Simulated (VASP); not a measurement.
# Sc (P6_3/mmc) in VASP: a series of runs

The runs below take Sc through relaxation of cell and atoms, with PBE.

All numbers are computed with VASP 6.6.1; they aren't measurements. Logs are shortened: lines on timing, memory, paths and dates and some standing lists are left out, and cuts for length are marked.

## 1. The cell of the first run

Symmetry: P6_3/mmc, No. 194, hexagonal system. The conventional cell has a = 2.375 Å, b = 2.375 Å, c = 4.142 Å, α = 90.00°, β = 90.00°, γ = 120.00°. Sc (site symmetry -6m2) has 12 Sc at 2.38 to 2.48 Å within 3.1 Å.

## 2. Relaxation of cell and atoms, PBE, target pressure 160 GPa, at which the enthalpy is minimised

Input file INCAR:

```
ALGO = Normal
EDIFF = 1E-7
EDIFFG = -0.005
ENCUT = 500
GGA = PE
GGA_COMPAT = False
IBRION = 2
ISIF = 3
ISMEAR = -1
LASPH = True
LCHARG = False
LREAL = False
LWAVE = False
NELM = 120
NELMIN = 4
NSW = 32
PREC = Accurate
PSTRESS = 1600.0
SIGMA = 0.1
```

Input file KPOINTS:

```
k-points
0
Gamma
  18 18 10
```

Input file POSCAR:

```
Sc
1.0
    2.3754923013      0.0000000000      0.0000000000
   -1.1877461507      2.0572366794      0.0000000000
    0.0000000000      0.0000000000      4.1418031195
Sc
2
Direct
    0.3333333333      0.6666666667      0.2500000000
    0.6666666667      0.3333333333      0.7500000000
```

Potentials or basis: VASP PAW PBE potentials, release 64 (Sc_sv).

Command:

```bash
> cat potpaw_PBE.64/Sc_sv/POTCAR > POTCAR
> mpirun -np 1 vasp_std > vasp.out
```

OUTCAR:

```text
EDIFF = 1E-7
   EDIFFG = -0.005
   ENCUT = 500
   GGA = PE
   IBRION = 2
   ISIF = 3
   ISMEAR = -1
   LASPH = True
   LREAL = False
   NELM = 120
   NELMIN = 4
   NSW = 32
   PREC = Accurate
   PSTRESS = 1600.0

 ion  position               nearest neighbor table
   1  0.333  0.667  0.250-   2 2.48   2 2.48   2 2.48   2 2.48   2 2.48   2 2.48
   2  0.667  0.333  0.750-   1 2.48   1 2.48   1 2.48   1 2.48   1 2.48   1 2.48

  LATTYP: Found a hexagonal cell.
 ALAT       =     2.3754923013
 C/A-ratio  =     1.7435556904

  Lattice vectors:

 A1 = (   2.3754923013,   0.0000000000,   0.0000000000)
 A2 = (  -1.1877461507,   2.0572366794,   0.0000000000)
 A3 = (   0.0000000000,   0.0000000000,   4.1418031195)

Analysis of symmetry for initial positions (statically):
=====================================================================
 Subroutine PRICEL returns:
 Original cell was already a primitive cell.

 Routine SETGRP: Setting up the symmetry group for a
 hexagonal supercell.

 Subroutine GETGRP returns: Found 24 space group operations
 (whereof 12 operations were pure point group operations)
 out of a pool of 24 trial point group operations.

The static configuration has the point symmetry D_3d.
 The point group associated with its full space group is D_6h.

Analysis of symmetry for dynamics (positions and initial velocities):
=====================================================================
 Subroutine PRICEL returns:
 Original cell was already a primitive cell.

 Routine SETGRP: Setting up the symmetry group for a
 hexagonal supercell.

 Subroutine GETGRP returns: Found 24 space group operations
 (whereof 12 operations were pure point group operations)
 out of a pool of 24 trial point group operations.

The dynamic configuration has the point symmetry D_3d.
 The point group associated with its full space group is D_6h.

 Subroutine INISYM returns: Found 24 space group operations
 (whereof 12 operations are pure point group operations),
 and found     1 'primitive' translations

----------------------------------------------------------------------------------------

                                     Primitive cell

  volume of cell :      20.2408

  direct lattice vectors                    reciprocal lattice vectors
     2.375492301  0.000000000  0.000000000     0.420965372  0.243044471  0.000000000
    -1.187746151  2.057236679  0.000000000     0.000000000  0.486088942  0.000000000
     0.000000000  0.000000000  4.141803119     0.000000000  0.000000000  0.241440738

  length of vectors
     2.375492301  2.375492301  4.141803119     0.486088942  0.486088942  0.241440738

  position of ions in fractional coordinates (direct lattice)
     0.333333333  0.666666667  0.250000000
     0.666666667  0.333333333  0.750000000

  ion indices of the primitive-cell ions
   primitive index   ion index
                 1           1
                 2           2

----------------------------------------------------------------------------------------

 KPOINTS: k-points

Automatic generation of k-mesh.
 Grid dimensions read from file:
 generate k-points for:   18   18   10

 Generating k-lattice:

  Cartesian coordinates                     Fractional coordinates (reciprocal lattice)
     0.023386965  0.013502471  0.000000000     0.055555556  0.000000000  0.000000000
     0.000000000  0.027004941  0.000000000     0.000000000  0.055555556  0.000000000
     0.000000000  0.000000000  0.024144074     0.000000000  0.000000000  0.100000000

  Length of vectors
     0.027004941  0.027004941  0.024144074

  Shift w.r.t. Gamma in fractional coordinates (k-lattice)
     0.000000000  0.000000000  0.000000000

 Subroutine IBZKPT returns following result:
 ===========================================

 Found    222 irreducible k-points:

 Following reciprocal coordinates:
            Coordinates               Weight
  0.000000  0.000000  0.000000      1.000000
  0.055556 -0.000000  0.000000      6.000000
  0.111111 -0.000000  0.000000      6.000000
  0.166667 -0.000000  0.000000      6.000000
  0.222222 -0.000000  0.000000      6.000000
  0.277778  0.000000  0.000000      6.000000
[... 16 lines left out ...]
  0.333333  0.111111  0.000000     12.000000
  0.388889  0.111111  0.000000     12.000000
 [... further k-points ...]
   k-points           NKPTS =    222   k-points in BZ     NKDIM =    222   number of bands    NBANDS=     15
   number of dos      NEDOS =    301   number of ions     NIONS =      2
   total plane-waves  NPLWV =   9720
   dimension x,y,z NGX =    18 NGY =   18 NGZ =   30
   dimension x,y,z NGXF=    36 NGYF=   36 NGZF=   60
   ions per type =               2
   NGX,Y,Z   is equivalent  to a cutoff of  12.60, 12.60, 12.04 a.u.
   NGXF,Y,Z  is equivalent  to a cutoff of  25.19, 25.19, 24.08 a.u.
 SYSTEM =  unknown system
   PREC   = accura    normal or accurate (medium, high low for compatibility)
   ISTART =      0    job   : 0-new  1-cont  2-samecut
   ICHARG =      2    charge: 1-file 2-atom 10-const
   ISPIN  =      1    spin polarized calculation?
   LNONCOLLINEAR =      F non collinear calculations
   LSORBIT =      F    spin-orbit coupling
   LASPH  =      T    aspherical Exc in radial PAW
   ENCUT  =  500.0 eV  36.75 Ry    6.06 a.u.   4.33  4.33  7.55*2*pi/ulx,y,z
   NELM   =    120;   NELMIN=  4; NELMDL= -5     # of ELM steps
   EDIFF  = 0.1E-06   stopping-criterion for ELM
   LREAL  =      F    real-space projection
   EDIFFG = -.5E-02   stopping-criterion for IOM
   NSW    =     32    number of steps for IOM
   IBRION =      2    ionic relax: 0-MD 1-quasi-New 2-CG
   NFREE  =      1    steps in history (QN), initial steepest desc. (CG)
   ISIF   =      3    stress and relaxation
   ISYM   =      2    0-nonsym 1-usesym 2-fastsym
   POTIM  = 0.5000    time-step for ionic-motion
   TEBEG  =    0.0;   TEEND  =   0.0 temperature during run
   PSTRESS= 1600.0 pullay stress
   NELECT =      22.0000    total number of electrons
   NUPDOWN=      -1.0000    fix difference up-down
   EMIN   =  10.00;   EMAX   =-10.00  energy-range for DOS
   EFERMI =   0.00;   METHOD = LEGACY
   ISMEAR =    -1;   SIGMA  =   0.10  broadening in eV -4-tet -1-fermi 0-gaus
   EFERMI_NEDOS =   21; number of points for ismear=-14 and -15
   IALGO  =     38    algorithm
   IMIX   =      4    mixing-type and parameters
     AMIX     =   0.40;   BMIX     =  1.00
     AMIX_MAG =   1.60;   BMIX_MAG =  1.00
  volume/ion in A,a.u.               =      10.12        68.30
  Fermi-wavevector in a.u.,A,eV,Ry     =   1.683216  3.180818 38.548262  2.833217
  Thomas-Fermi vector in A             =   2.766457
   LORBIT       =      0    0 simple, 1 ext, 2 COOP (PROOUT), +10 PAW based schemes
   GGA     = PE    functional components
   LHFCALC =     F    Hartree Fock is set to
   AEXX    =    0.0000 exact exchange contribution
   IVDW    =     0    specifies the selected vdW correction
   LEPSILON=     F    determine dielectric tensor
   LRPA    =     F    only Hartree local field effects (RPA)
 conjugate gradient relaxation of ions
 non-spin polarized calculation
  energy-cutoff  :      500.00
  volume of cell :       20.24
 maximum number of plane-waves:       537
 NGX is ok and might be reduce to    18

--------------------------------------- Ionic step        1  -------------------------------------------

 number of electron      21.9999992 magnetization

 Free energy of the ion-electron system (eV)
  ---------------------------------------------------
  ext. energy  EPLUGINS =         0.00000000
  ---------------------------------------------------
  free energy    TOTEN  =        -3.88728849 eV

  energy without entropy =       -3.82828496  energy(sigma->0) =       -3.85778673

------------------------ aborting loop because EDIFF is reached ----------------------------------------

  FORCE on cell =-STRESS in cart. coord.  units (eV):
  Direction    XX          YY          ZZ          XY          YZ          ZX
  --------------------------------------------------------------------------------------
  -------------------------------------------------------------------------------------
  Total       20.7282748     20.7282748     20.6279033     -0.0000000     -0.0000000     -0.0000000
  in kB     1640.7650710   1640.7650710   1632.8200782     -0.0000000     -0.0000000     -0.0000000
  external PRESSURE =      38.1167400 kB  Pullay stress =    1600.0000000 kB
[... 213 lines left out ...]
  enthalpy is  TOTEN    =        16.3230511409 eV   P V=       20.4299575658

--------------------------------------- Ionic step        7  -------------------------------------------

 number of electron      21.9999988 magnetization

 Free energy of the ion-electron system (eV)
  ---------------------------------------------------
  ext. energy  EPLUGINS =         0.00000000
  ---------------------------------------------------
  free energy    TOTEN  =        -4.10821755 eV

  energy without entropy =       -4.04818165  energy(sigma->0) =       -4.07819960

 E-fermi :  10.7685     XC(G=0): -14.1244

 val. band max:       10.7564262529   @ k =   0.3333   0.2778   0.3000
 cond. band min:      10.7791065960   @ k =   0.2778   0.0556   0.4000
 fundamental gap:      0.0226803431
 Fermi energy:        10.7684582763

 k-point     1 :       0.0000    0.0000    0.0000
  band No.  band energies     occupation
      1     -38.3890      2.00000
      2     -37.1178      2.00000
      3     -18.6189      2.00000
      4     -14.1813      2.00000
      5     -14.1813      2.00000
      6     -14.1487      2.00000
      7     -13.7688      2.00000
      8     -13.7688      2.00000
      9       6.7943      2.00000
     10       8.1409      2.00000
     11      12.1009      0.00000
     12      13.0877      0.00000
     13      13.0877      0.00000
     14      14.0397      0.00000
     15      14.0397      0.00000
[... 397 lines left out ...]
 k-point    24 :       0.3889    0.1111    0.0000
  band No.  band energies     occupation
      1     -36.7978      2.00000
      2     -36.3689      2.00000
      3     -18.2551      2.00000
      4     -17.5476      2.00000
      5     -16.4254      2.00000
      6     -15.6231      2.00000
      7     -14.9973      2.00000
      8     -14.8005      2.00000
      9       7.6031      2.00000
     10       7.8737      2.00000
     11       9.5732      1.99999
     12      12.4917      0.00000
     13      13.1098      0.00000
     14      13.6097      0.00000
     15      14.2995      0.00000

 [... further k-points ...]

------------------------ aborting loop because EDIFF is reached ----------------------------------------

  FORCE on cell =-STRESS in cart. coord.  units (eV):
  Direction    XX          YY          ZZ          XY          YZ          ZX
  --------------------------------------------------------------------------------------
  -------------------------------------------------------------------------------------
  Total       20.4333761     20.4333761     20.4344163     -0.0000000     -0.0000000      0.0000000
  in kB     1600.1656285   1600.1656284   1600.2470862     -0.0000002     -0.0000000      0.0000000
  external PRESSURE =       0.1927810 kB  Pullay stress =    1600.0000000 kB
[... 17 lines left out ...]
  FREE ENERGIE OF THE ION-ELECTRON SYSTEM (eV)
  ---------------------------------------------------
  free  energy   TOTEN  =        -4.1082175460 eV

  energy  without entropy=       -4.0481816475  energy(sigma->0) =       -4.07819960

  enthalpy is  TOTEN    =        16.3230435460 eV   P V=       20.4312610920

 reached required accuracy - stopping structural energy minimisation
```

Run time: 4.5 min. Hardware: 1 thread of Oxide Virtual Turin-like, shared host; peak memory 0.14 GiB.

What came out:

| Item | Value |
| --- | --- |
| Free energy | -4.1082 eV |
| Relaxed volume | 10.23 Å³/atom |
| Relaxed cell | a = 2.392 Å, b = 2.392 Å, c = 4.130 Å, α = 90.00°, β = 90.00°, γ = 120.00° |
| Space group after relaxing (to 0.1 Å) | P6_3/mmc (No. 194) |
| Energy change on relaxing (the run minimises the enthalpy) | -110.5 meV/atom |
| Ionic steps | 7 |
| Pressure after relaxing | 160.0 GPa |
| Band gap on the k mesh | zero (bands 11 and 12 overlap by 2.88 eV) |

Step by step:
```
step  energy change (eV)  largest force (eV/Å)  pressure (GPa)  volume (Å³)
   1              0.0000                0.0000          163.81        20.24
   2             -0.7010                0.0000          151.07        20.95
   3             -0.2146                0.0000          159.89        20.45
   4             -0.2104                0.0000          159.96        20.45
   5             -0.2142                0.0000          159.98        20.45
   6             -0.2196                0.0000          160.01        20.46
   7             -0.2209                0.0000          160.02        20.46
```

Final structure:
```xyz
2
Lattice="2.3916 0.0000 0.0000 -1.1958 2.0712 0.0000 0.0000 0.0000 4.1302" Properties=species:S:1:pos:R:3 pbc="T T T"
Sc    0.0000    1.3808    1.0326
Sc    1.1958    0.6904    3.0977
```

Caveat: the cell is relaxed towards a set pressure, so the run minimises the enthalpy, not the energy.

## 3. Relaxation of cell and atoms, PBE, target pressure 160 GPa, at which the enthalpy is minimised

This run uses another cell than the first one, of the same volume but with other edges.

Input file INCAR:

```
PREC     = Accurate       # precision mode
ENCUT    = 500            # plane-wave cutoff, eV
EDIFF    = 1E-7           # SCF threshold, eV
ISMEAR   = -1             # smearing method
SIGMA    = 0.1            # smearing width, eV
LREAL    = False          # projectors in reciprocal space
LASPH    = True           # aspherical terms in the spheres
NELM     = 120            # most SCF steps
ALGO     = Normal         # electronic algorithm
ISIF     = 3              # what is computed and relaxed
LWAVE    = False          # write WAVECAR
LCHARG   = False          # write CHGCAR
GGA      = PE             # functional
IBRION   = 2              # ionic algorithm
NSW      = 60             # ionic steps
EDIFFG   = -0.005         # ionic threshold
PSTRESS  = 1600.0       
GGA_COMPAT= False        
NELMIN   = 4
```

Input file KPOINTS:

```
Automatic mesh
0
Gamma
  18 18 10
```

Input file POSCAR:

```
Sc
1.0
    2.4353206752      0.0000000000      0.0000000000
   -1.2176603376      2.1090495711      0.0000000000
    0.0000000000      0.0000000000      3.9452194939
Sc
2
Direct
    0.3333333333      0.6666666667      0.2500000000
    0.6666666667      0.3333333333      0.7500000000
```

Potentials or basis: VASP PAW PBE potentials, release 64 (Sc_sv).

Command:

```bash
> cat potpaw_PBE.64/Sc_sv/POTCAR > POTCAR
> mpirun -np 1 vasp_std > vasp.out
```

Wall time 5.9 min (1 thread of Oxide Virtual Turin-like, shared host); peak memory 0.15 GiB.

It converged, with:

```
Free energy                                                : -4.1110 eV
Relaxed volume                                             : 10.23 Å³/atom
Relaxed cell                                               : a = 2.392 Å, b = 2.392 Å, c = 4.128 Å, α = 90.00°, β = 90.00°, γ = 120.00°
Space group after relaxing (to 0.1 Å)                      : P6_3/mmc (No. 194)
Energy change on relaxing (the run minimises the enthalpy) : -111.0 meV/atom
Ionic steps                                                : 11
Pressure after relaxing                                    : 160.0 GPa
Band gap on the k mesh                                     : zero (bands 11 and 12 overlap by 2.88 eV)
```

Step by step:
```
step  energy change (eV)  largest force (eV/Å)  pressure (GPa)  volume (Å³)
   1              0.0000                0.0000          164.64        20.26
   2             -0.8619                0.0000          149.19        21.13
   3             -0.3857                0.0000          157.79        20.64
   4             -0.3274                0.0000          158.60        20.57
   5             -0.2547                0.0000          159.50        20.49
   6             -0.2373                0.0000          159.69        20.48
   7             -0.2409                0.0000          159.65        20.48
   8             -0.1725                0.0000          160.93        20.41
   9             -0.2252                0.0000          159.94        20.47
  10             -0.2244                0.0000          159.96        20.46
  11             -0.2220                0.0000          159.99        20.46
```

Final structure:
```
CELL_PARAMETERS angstrom
2.39236 0.00000 0.00000
-1.19618 2.07184 0.00000
0.00000 0.00000 4.12821
ATOMIC_POSITIONS crystal
Sc 0.33333 0.66667 0.25000
Sc 0.66667 0.33333 0.75000
```

Levels at points of the mesh, in eV from the Fermi level:
```csv
k point,band 9,band 10,band 11,band 12,band 13,band 14
"(0.00, 0.00, 0.00)",-3.98,-2.63,1.34,2.32,2.32,3.27
"(0.50, 0.00, 0.00)",-3.74,-3.34,-1.89,2.10,2.28,3.48
"(0.00, 0.00, 0.50)",-1.87,-1.87,1.32,1.32,2.34,2.34
"(0.50, 0.00, 0.50)",-3.65,-3.65,-1.54,-1.54,4.93,4.93
```

Caveat: the cell is relaxed towards a set pressure, so the run minimises the enthalpy, not the energy.

The gap in the log of VASP goes by the Fermi energy; the results here count the filled bands.